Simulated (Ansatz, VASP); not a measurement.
## One calculation of C, two programs

File INCAR:

```
SYSTEM = C
PREC     = Accurate       ! precision mode
ENCUT    = 520            ! plane-wave cutoff, eV
EDIFF    = 1E-6           ! SCF threshold, eV
ISMEAR   = 0              ! smearing method
SIGMA    = 0.03           ! smearing width, eV
LREAL    = .False.        ! projectors in reciprocal space
LASPH    = .True.         ! aspherical terms in the spheres
NELM     = 80             ! most SCF steps
ALGO     = Normal         ! electronic algorithm
ISIF     = 2              ! what is computed and relaxed
LWAVE    = .False.        ! write WAVECAR
LCHARG   = .False.        ! write CHGCAR
NBANDS   = 26             ! bands
```

KPOINTS

```
Automatic mesh
0
Gamma
  10 10 10
  0 0 0
```

File POSCAR:

```
C
1.0
    0.0000000000     -4.2333014983      0.0000000000
   -2.4455693354     -2.1166507492     -3.3597492418
    2.4455693354     -2.1166507492     -3.3597492418
C
8
Direct
    0.8946565363      0.4693184491      0.5306815509
    0.8332934344      0.0000000000      0.0000000000
    0.3332934344      0.7500000000      0.2500000000
    0.3332934344      0.2500000000      0.7500000000
    0.1667065656      0.5000000000      0.5000000000
    0.1667065656      0.0000000000      0.0000000000
    0.6667065656      0.7500000000      0.2500000000
    0.6667065656      0.2500000000      0.7500000000
```

Input for Ansatz:

```yaml
crystal:
  lattice:
    - [0.0, -4.2333014983, 0.0]
    - [-2.4455693354, -2.1166507492, -3.3597492418]
    - [2.4455693354, -2.1166507492, -3.3597492418]
  atoms:
    - { symbol: C, position: [0.8946565363, 0.4693184491, 0.5306815509] }
    - { symbol: C, position: [0.8332934344, 0.0, 0.0] }
    - { symbol: C, position: [0.3332934344, 0.75, 0.25] }
    - { symbol: C, position: [0.3332934344, 0.25, 0.75] }
    - { symbol: C, position: [0.1667065656, 0.5, 0.5] }
    - { symbol: C, position: [0.1667065656, 0.0, 0.0] }
    - { symbol: C, position: [0.6667065656, 0.75, 0.25] }
    - { symbol: C, position: [0.6667065656, 0.25, 0.75] }
basis:
  ecutwfc: 420
kpoints:
  mp_grid: { grid: [10, 10, 10] }
hamiltonian:
  xc: lda
scf:
  occupations: { method: gaussian, width: 0.03 }
output:
  forces: true
  stress: true
  eigenvalues: true
```

Alike in both runs: task single point; functional LDA; k mesh 10 × 10 × 10; occupations gaussian, width 0.03 eV; no spin polarisation.

|  | VASP | Ansatz |
| --- | --- | --- |
| version | VASP 6.6.1 | Ansatz 0.2.0 |
| potentials or method | VASP PAW LDA potentials, release 64 (C), cutoff 520 eV | scalar-relativistic, plane waves, PAW |
| valence electrons in the cell | 32 | 32 |

```csv
,VASP,Ansatz,Ansatz less VASP
gap on the k mesh at the Fermi level (eV),0.25,0.24,-0.002
least direct gap on the mesh (eV),0.26,0.26,-0.002
pressure (GPa),12.8,12.0,-0.82
"traceless stress, the component that is largest in VASP (GPa)",20.55,19.87,-0.686
rms of the force components (eV/Å),5.874,5.839,-0.0345
```

LDA's correlation is that of Perdew and Zunger in VASP and of Perdew and Wang (1992) in Ansatz. Atom by atom the forces differ by 0.039 eV/Å (rms over components).
